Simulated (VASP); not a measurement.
The system is As.

```
CELL_PARAMETERS angstrom
3.12000 0.00000 0.00000
-1.56000 2.70200 0.00000
0.00000 0.00000 5.09496
ATOMIC_POSITIONS crystal
As 0.33333 0.66667 0.25000
As 0.66667 0.33333 0.75000
```

| Quantity | Value |
| --- | --- |
| Program | VASP 6.6.1 |
| Task | relaxation of cell and atoms |
| Functional | PBEsol |
| Potentials or basis | VASP PAW PBE potentials, release 64 (As) |
| Cutoff | 600 eV |
| k mesh | 8 × 8 × 5 |
| Occupations | fermi-dirac, width 0.1 eV |
| Spin | no spin polarisation |

At the start: pressure -10.3 GPa; volume 21.48 Å³/atom.

Problem. Where does the relaxation end?

Solution. Over 8 steps the energy falls by 117.4 meV/atom and the volume is 18.30 Å³/atom (-14.8 %); space group P6_3/mmc (No. 194, to 0.05 Å).

Step by step:
```csv
step,energy change (eV),largest force (eV/Å),pressure (GPa),volume (Å³)
1,0.0000,0.0000,-10.34,42.95
2,-0.2089,0.0000,4.98,34.90
3,-0.2344,0.0000,-0.06,36.63
4,-0.2343,0.0000,0.26,36.51
5,-0.2345,0.0000,-0.13,36.66
6,-0.2345,0.0000,-0.13,36.66
7,-0.2346,0.0000,-0.11,36.65
8,-0.2349,0.0000,-0.01,36.60
```

Final structure:
```
As
1.0
     2.96925    0.00000    0.00000
    -1.48462    2.57144    0.00000
     0.00000    0.00000    4.79374
As
2
Direct
  0.33333 0.66667 0.25000
  0.66667 0.33333 0.75000
```

Caveat: the PAW data sets were made with another functional, which shifts forces and pressure a little.
